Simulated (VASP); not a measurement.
# Mo in VASP: single point with PBE

Aim: the single point of Mo with PBE.

All numbers are computed with VASP 6.6.1; they aren't measurements. Logs are shortened: lines on timing, memory, paths and dates and some standing lists are left out, and cuts for length are marked.

## (1) The cell of the first run

The cell holds a wire or tube with vacuum around it, 4 atoms: a = 11.600 Å, b = 9.300 Å, c = 4.879 Å, α = 90.00°, β = 90.00°, γ = 90.00°.

## (2) Single point, PBE, collinear spin

The input, INCAR:

```
  PREC = Accurate
  ENCUT = 520
  EDIFF = 1E-6
  ISMEAR = 0
  SIGMA = 0.05
  LREAL = F
  LASPH = T
  NELM = 150
  ALGO = Normal
  ISIF = 2
  LWAVE = F
  LCHARG = F
  ISPIN = 2
  MAGMOM = 1.5 1.5 1.5 1.5
  LORBIT = 11
  LMAXMIX = 4
  GGA = PE
  NBANDS = 40
```

The input, KPOINTS:

```
regular mesh
0
Gamma
  1 1 13
```

The input, POSCAR:

```
Mo
1.0
   11.6000000000      0.0000000000      0.0000000000
    0.0000000000      9.3000000000      0.0000000000
    0.0000000000      0.0000000000      4.8790548017
Mo
4
Direct
    0.4029424015      0.5000000000      0.0000000000
    0.4029424015      0.5000000000      0.5000000000
    0.5970575985      0.5000000000      0.0000000000
    0.5970575985      0.5000000000      0.5000000000
```

Potentials or basis: VASP PAW PBE potentials, release 64 (Mo_sv).

Started as:

```bash
$ cat potpaw_PBE.64/Mo_sv/POTCAR > POTCAR
$ mpirun -np 1 vasp_std > vasp.out
```

OUTCAR:

```text
PREC = Accurate
   ENCUT = 520
   EDIFF = 1E-6
   ISMEAR = 0
   LREAL = F
   LASPH = T
   NELM = 150
   ISIF = 2
   ISPIN = 2
   LORBIT = 11
   GGA = PE

 ion  position               nearest neighbor table
   1  0.403  0.500  0.000-   3 2.25   2 2.44   2 2.44   4 3.32   4 3.32
   2  0.403  0.500  0.500-   4 2.25   1 2.44   1 2.44   3 3.32   3 3.32
   3  0.597  0.500  0.000-   1 2.25   4 2.44   4 2.44   2 3.32   2 3.32
   4  0.597  0.500  0.500-   2 2.25   3 2.44   3 2.44   1 3.32   1 3.32

  LATTYP: Found a simple orthorhombic cell.
 ALAT       =     4.8790548017
 B/A-ratio  =     1.9061068953
 C/A-ratio  =     2.3775096758

  Lattice vectors:

 A1 = (   0.0000000000,   0.0000000000,  -4.8790548017)
 A2 = (   0.0000000000,   9.3000000000,   0.0000000000)
 A3 = (  11.6000000000,   0.0000000000,   0.0000000000)

Analysis of symmetry for initial positions (statically):
=====================================================================
 Subroutine PRICEL returns following result:

  LATTYP: Found a simple orthorhombic cell.
 ALAT       =     2.4395274008
 B/A-ratio  =     3.8122137906
 C/A-ratio  =     4.7550193517
[... 12 lines left out ...]
 Subroutine GETGRP returns: Found  8 space group operations
 (whereof  8 operations were pure point group operations)
 out of a pool of  8 trial point group operations.

The static configuration has the point symmetry D_2h.

Analysis of symmetry for dynamics (positions and initial velocities):
=====================================================================
 Subroutine PRICEL returns following result:

  LATTYP: Found a simple orthorhombic cell.
 ALAT       =     2.4395274008
 B/A-ratio  =     3.8122137906
 C/A-ratio  =     4.7550193517
[... 12 lines left out ...]
 Subroutine GETGRP returns: Found  8 space group operations
 (whereof  8 operations were pure point group operations)
 out of a pool of  8 trial point group operations.

The dynamic configuration has the point symmetry D_2h.

Analysis of structural, dynamic, and magnetic symmetry:
=====================================================================
 Subroutine PRICEL returns following result:

  LATTYP: Found a simple orthorhombic cell.
 ALAT       =     2.4395274008
 B/A-ratio  =     3.8122137906
 C/A-ratio  =     4.7550193517
[... 12 lines left out ...]
 Subroutine GETGRP returns: Found  8 space group operations
 (whereof  8 operations were pure point group operations)
 out of a pool of  8 trial point group operations.

The overall configuration has the point symmetry D_2h.

 Subroutine INISYM returns: Found  8 space group operations
 (whereof  8 operations are pure point group operations),
 and found     2 'primitive' translations

----------------------------------------------------------------------------------------

                                     Primitive cell

  volume of cell :     263.1762

  direct lattice vectors                    reciprocal lattice vectors
     0.000000000  0.000000000 -2.439527401     0.000000000  0.000000000 -0.409915461
     0.000000000  9.300000000  0.000000000     0.000000000  0.107526882  0.000000000
    11.600000000  0.000000000  0.000000000     0.086206897  0.000000000  0.000000000

  length of vectors
     2.439527401  9.300000000 11.600000000     0.409915461  0.107526882  0.086206897

  position of ions in fractional coordinates (direct lattice)
     0.000000000  0.500000000  0.402942401
     0.000000000  0.500000000  0.597057599

  ion indices of the primitive-cell ions
   primitive index   ion index
                 1           1
                 2           3

----------------------------------------------------------------------------------------

 KPOINTS: regular mesh

Automatic generation of k-mesh.
 Grid dimensions read from file:
 generate k-points for:    1    1   13

 Generating k-lattice:

  Cartesian coordinates                     Fractional coordinates (reciprocal lattice)
     0.086206897  0.000000000  0.000000000     1.000000000  0.000000000  0.000000000
     0.000000000  0.107526882  0.000000000     0.000000000  1.000000000  0.000000000
     0.000000000  0.000000000  0.015765979     0.000000000  0.000000000  0.076923077

  Length of vectors
     0.086206897  0.107526882  0.015765979

  Shift w.r.t. Gamma in fractional coordinates (k-lattice)
     0.000000000  0.000000000  0.000000000

 Subroutine IBZKPT returns following result:
 ===========================================

 Found      7 irreducible k-points:

 Following reciprocal coordinates:
            Coordinates               Weight
  0.000000  0.000000  0.000000      1.000000
  0.000000  0.000000  0.076923      2.000000
  0.000000  0.000000  0.153846      2.000000
  0.000000  0.000000  0.230769      2.000000
  0.000000  0.000000  0.307692      2.000000
  0.000000  0.000000  0.384615      2.000000
  0.000000  0.000000  0.461538      2.000000
   k-points           NKPTS =      7   k-points in BZ     NKDIM =      7   number of bands    NBANDS=     40
   number of dos      NEDOS =    301   number of ions     NIONS =      4
   total plane-waves  NPLWV = 226800
   dimension x,y,z NGX =    90 NGY =   70 NGZ =   36
   dimension x,y,z NGXF=   180 NGYF=  140 NGZF=   72
   ions per type =               4
   NGX,Y,Z   is equivalent  to a cutoff of  12.90, 12.51, 12.27 a.u.
   NGXF,Y,Z  is equivalent  to a cutoff of  25.80, 25.03, 24.53 a.u.
 SYSTEM =  unknown system
   PREC   = accura    normal or accurate (medium, high low for compatibility)
   ISTART =      0    job   : 0-new  1-cont  2-samecut
   ICHARG =      2    charge: 1-file 2-atom 10-const
   ISPIN  =      2    spin polarized calculation?
   LNONCOLLINEAR =      F non collinear calculations
   LSORBIT =      F    spin-orbit coupling
   LASPH  =      T    aspherical Exc in radial PAW
   ENCUT  =  520.0 eV  38.22 Ry    6.18 a.u.  21.57 17.29  9.07*2*pi/ulx,y,z
   NELM   =    150;   NELMIN=  2; NELMDL= -5     # of ELM steps
   EDIFF  = 0.1E-05   stopping-criterion for ELM
   LREAL  =      F    real-space projection
   EDIFFG = 0.1E-04   stopping-criterion for IOM
   NSW    =      0    number of steps for IOM
   IBRION =     -1    ionic relax: 0-MD 1-quasi-New 2-CG
   NFREE  =      0    steps in history (QN), initial steepest desc. (CG)
   ISIF   =      2    stress and relaxation
   ISYM   =      2    0-nonsym 1-usesym 2-fastsym
   POTIM  = 0.5000    time-step for ionic-motion
   TEBEG  =    0.0;   TEEND  =   0.0 temperature during run
   PSTRESS=    0.0 pullay stress
   NELECT =      56.0000    total number of electrons
   NUPDOWN=      -1.0000    fix difference up-down
   EMIN   =  10.00;   EMAX   =-10.00  energy-range for DOS
   EFERMI =   0.00;   METHOD = LEGACY
   ISMEAR =     0;   SIGMA  =   0.05  broadening in eV -4-tet -1-fermi 0-gaus
   EFERMI_NEDOS =   21; number of points for ismear=-14 and -15
   IALGO  =     38    algorithm
   IMIX   =      4    mixing-type and parameters
     AMIX     =   0.40;   BMIX     =  1.00
     AMIX_MAG =   1.60;   BMIX_MAG =  1.00
  volume/ion in A,a.u.               =     131.59       888.00
  Fermi-wavevector in a.u.,A,eV,Ry     =   0.775732  1.465922  8.187453  0.601761
  Thomas-Fermi vector in A             =   1.878062
   LORBIT       =     11    0 simple, 1 ext, 2 COOP (PROOUT), +10 PAW based schemes
   GGA     = PE    functional components
   LHFCALC =     F    Hartree Fock is set to
   AEXX    =    0.0000 exact exchange contribution
   IVDW    =     0    specifies the selected vdW correction
   LEPSILON=     F    determine dielectric tensor
   LRPA    =     F    only Hartree local field effects (RPA)
 spin polarized calculation
 Gauss-broadening in eV      SIGMA  =   0.05
  energy-cutoff  :      520.00
  volume of cell :      526.35
 maximum number of plane-waves:     14214
 NGX is ok and might be reduce to    90
   NGX = 43   NGY = 35   NGZ = 19

 number of electron      56.0000006 magnetization       0.6346730

 Free energy of the ion-electron system (eV)
  ---------------------------------------------------
  ext. energy  EPLUGINS =         0.00000000
  ---------------------------------------------------
  free energy    TOTEN  =       -30.04266927 eV

  energy without entropy =      -30.03164907  energy(sigma->0) =      -30.03715917

 E-fermi :  -2.1009     XC(G=0):  -3.2010

 val. band max:       -2.1027529206   @ k =   0.0000   0.0000   0.3846
 cond. band min:      -2.0789841255   @ k =   0.0000   0.0000   0.3846
 fundamental gap:      0.0237687951
 Fermi energy:        -2.1008926506

 spin component 1

 k-point     1 :       0.0000    0.0000    0.0000
  band No.  band energies     occupation
      1     -62.8988      1.00000
      2     -62.5173      1.00000
      3     -62.4901      1.00000
      4     -62.1194      1.00000
      5     -38.0874      1.00000
      6     -37.8835      1.00000
[... 290 lines left out ...]
     39       1.5847      0.00000
     40       1.6589      0.00000
 Fermi energy:        -2.1008926506

 spin component 2

 k-point     1 :       0.0000    0.0000    0.0000
  band No.  band energies     occupation
      1     -62.8542      1.00000
      2     -62.4735      1.00000
      3     -62.4448      1.00000
      4     -62.0750      1.00000
      5     -38.0264      1.00000
      6     -37.8419      1.00000
[... 290 lines left out ...]
     39       1.6869      0.00000
     40       1.7639      0.00000

------------------------ aborting loop because EDIFF is reached ----------------------------------------

  FORCE on cell =-STRESS in cart. coord.  units (eV):
  Direction    XX          YY          ZZ          XY          YZ          ZX
  --------------------------------------------------------------------------------------
  -------------------------------------------------------------------------------------
  Total        0.6886963     -0.1114748      0.5107302      0.0000000      0.0000000      0.0000000
  in kB        2.0963400     -0.3393208      1.5546244      0.0000000      0.0000000      0.0000000
  external PRESSURE =       1.1038812 kB  Pullay stress =       0.0000000 kB

 VOLUME and BASIS-vectors are now :
 -----------------------------------------------------------------------------
  energy-cutoff  :      520.00
  volume of cell :      526.35
      direct lattice vectors                 reciprocal lattice vectors
    11.600000000  0.000000000  0.000000000     0.086206897  0.000000000  0.000000000
     0.000000000  9.300000000  0.000000000     0.000000000  0.107526882  0.000000000
     0.000000000  0.000000000  4.879054802     0.000000000  0.000000000  0.204957731

 POSITION                                       TOTAL-FORCE (eV/Angst)
 -----------------------------------------------------------------------------------
      4.67413      4.65000      0.00000        -0.154181     -0.000000     -0.000000
      4.67413      4.65000      2.43953        -0.154181     -0.000000     -0.000000
      6.92587      4.65000      0.00000         0.154181      0.000000      0.000000
      6.92587      4.65000      2.43953         0.154181      0.000000      0.000000
 -----------------------------------------------------------------------------------
    total drift:                               -0.000000      0.000000      0.000000

  FREE ENERGIE OF THE ION-ELECTRON SYSTEM (eV)
  ---------------------------------------------------
  free  energy   TOTEN  =       -30.0426692746 eV

  energy  without entropy=      -30.0316490734  energy(sigma->0) =      -30.03715917

 total charge

# of ion       s       p       d       tot
------------------------------------------
    1        2.382   6.047   4.322  12.751
    2        2.382   6.047   4.322  12.751
    3        2.382   6.047   4.322  12.751
    4        2.382   6.047   4.322  12.751
--------------------------------------------------
tot          9.527  24.189  17.288  51.004

 magnetization (x)

# of ion       s       p       d       tot
------------------------------------------
    1        0.016   0.006   0.061   0.082
    2        0.016   0.006   0.061   0.082
    3        0.016   0.006   0.061   0.082
    4        0.016   0.006   0.061   0.082
--------------------------------------------------
tot          0.064   0.023   0.242   0.329
```

It took 5.3 min on 1 thread of Intel Xeon 6975P-C (Granite Rapids), shared host; peak memory 0.75 GiB.

What came out:

```
Free energy                                           : -30.0427 eV
Largest force                                         : 0.154 eV/Å
Net moment                                            : 0.63 μB per cell
Site moments                                          : Mo +0.08 μB
Valence electrons inside the program's atomic spheres : Mo 12.75
```

Forces on the atoms (eV/Å):
```
Mo  -0.154  0.000  0.000
Mo  -0.154  0.000  0.000
Mo   0.154  0.000  0.000
Mo   0.154  0.000  0.000
```
